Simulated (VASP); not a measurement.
TaAs: single point with r2SCAN

TaAs:

```
Ta As
1.0
     0.00000    2.61795    2.61795
     2.61795    0.00000    2.61795
     2.61795    2.61795    0.00000
Ta As
1 1
Direct
  0.50000 0.50000 0.50000
  0.00000 0.00000 0.00000
```

| Item | Value |
| --- | --- |
| Program | VASP 6.6.1 |
| Task | single point |
| Functional | r2SCAN |
| Potentials or basis | VASP PAW PBE potentials, release 64 (Ta_pv, As) |
| Cutoff | 520 eV |
| k mesh | 12 × 12 × 12 |
| Occupations | gaussian, width 0.05 eV |
| Spin | no spin polarisation |
| Dipole correction | no |
| Further INCAR settings | ALGO = Normal; EDIFF = 1e-06; NBANDS = 15 |

- Pressure: 0.8 GPa
- Band gap on the k mesh: zero (bands 8 and 9 overlap by 2.37 eV)

Levels at points of the mesh, in eV from the Fermi level:
```tsv
k point	band 4	band 5	band 6	band 7	band 8	band 9	band 10	band 11	band 12	band 13
(0.00, 0.00, 0.00)	-15.11	-1.71	-1.71	-1.71	-1.02	-1.02	-0.65	-0.65	-0.65	4.52
(0.50, 0.00, 0.00)	-12.35	-8.37	-5.11	-5.11	0.92	0.92	1.49	3.13	6.57	6.57
(0.50, 0.50, 0.00)	-13.10	-5.96	-3.69	-2.81	-2.81	0.16	1.26	1.77	1.77	4.46
```

Wall time 63 s on 1 thread of Intel(R) Xeon(R) 6975P-C (Granite Rapids) (shared host), peak memory 0.19 GiB.

Caveat: the PAW data sets were made with another functional, which shifts forces and pressure a little; spin-orbit coupling is left out, which moves the levels of the heavy elements.
